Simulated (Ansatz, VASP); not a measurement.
One calculation of C, two programs

```
C
1.0
     2.45888    0.00000    0.00000
    -1.22944    2.12945    0.00000
     0.00000    0.00000    7.08779
C
4
Direct
  0.00000 0.00000 0.25000
  0.00000 0.00000 0.75000
  0.33333 0.66667 0.25000
  0.66667 0.33333 0.75000
```

Change from the starting cell: strain along c alone, the other axes held, atoms relaxed: -3.0 %.

Alike in both runs: task single point; functional PBEsol; k mesh 24 × 24 × 8; occupations gaussian, width 0.1 eV; no spin polarisation.

|  | VASP | Ansatz |
| --- | --- | --- |
| version | VASP 6.6.1 | Ansatz 0.2.0 |
| potentials or method | VASP PAW PBE potentials, release 64 (C), cutoff 520 eV | scalar-relativistic, plane waves, PAW |
| valence electrons in the cell | 16 | 16 |

Ansatz gave:

* gap on the k mesh at the Fermi level (eV): none
* pressure (GPa): 0.1
* traceless stress, the component that is largest in VASP (GPa): 0.21

**Question.** Which values does VASP return?

**Answer.** gap on the k mesh at the Fermi level (eV): none; pressure (GPa): 0.7; traceless stress, the component that is largest in VASP (GPa): -0.51.

VASP's potentials were made for PBE, not for PBEsol. A gap of «none» marks a metal or a gap that the smearing closes.
